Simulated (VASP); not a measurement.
Wanted: the native input for a VASP 6.6.1 run.

```yaml
Task: single point
Functional: PBE
Potentials_or_basis: VASP PAW PBE potentials, release 64 (Mo_sv, Te)
Cutoff: 500 eV
k_mesh: 6 × 6 × 3
Occupations: gaussian, width 0.05 eV
Spin: collinear spin, ferrimagnetic start
Starting_moments: "[2.63, -0.2, -0.2] μB"
Hubbard_terms: Mo d U = 4.0 eV, J = 0.5 eV
Dipole_correction: no
LDAUTYPE: 1
Hund's_J: 0.5
Further_INCAR_settings: ALGO = Normal; EDIFF = 1e-06; NBANDS = 24
```

The structure of Te2Mo lies in POSCAR:

```
Te2Mo
1.0
    4.0201319500      0.0000000000      0.0000000000
   -2.0100659700      3.4815363900      0.0000000000
    0.0000000000      0.0000000000      6.4853072000
Mo Te
1 2
Direct
    0.0000000000      0.0000000000      0.0000000000
    0.3333333333      0.6666666667      0.2520000000
    0.6666666667      0.3333333333      0.7480000000
```

One way to write it, as run:

INCAR

```
ALGO = Normal
EDIFF = 1E-6
ENCUT = 500
GGA = PE
GGA_COMPAT = False
ISIF = 2
ISMEAR = 0
ISPIN = 2
LASPH = True
LCHARG = False
LDAU = True
LDAUJ = 0.5 0
LDAUL = 2 -1
LDAUPRINT = 1
LDAUTYPE = 1
LDAUU = 4 0
LMAXMIX = 4
LORBIT = 11
LREAL = False
LWAVE = False
MAGMOM = 2.63 -0.2 -0.2
NBANDS = 24
NELM = 200
PREC = Accurate
SIGMA = 0.05
```

KPOINTS

```
k-points
0
Gamma
  6 6 3
```

Potentials or basis: VASP PAW PBE potentials, release 64 (Mo_sv, Te).

Run with:

```bash
$ cat potpaw_PBE.64/Mo_sv/POTCAR potpaw_PBE.64/Te/POTCAR > POTCAR
$ mpirun -np 1 vasp_std > vasp.out
```

It gave:

```
Pressure                                              : -0.4 GPa
Largest force                                         : 0.113 eV/Å
Net moment                                            : 2.34 μB per cell
Site moments                                          : Mo +2.54; Te -0.17 μB
Valence electrons inside the program's atomic spheres : Mo 12.18; Te 3.38
```

Caveat: this functional lacks dispersion, which binds the layers, so the pressure and a relaxed spacing across them are unreliable; the U is typed as a test and isn't derived for this compound.

Run time: 79 s on 1 thread of Intel(R) Xeon(R) Platinum 8259CL CPU @ 2.50GHz (Skylake/Cascade Lake), on a shared host, peak memory 0.26 GiB.
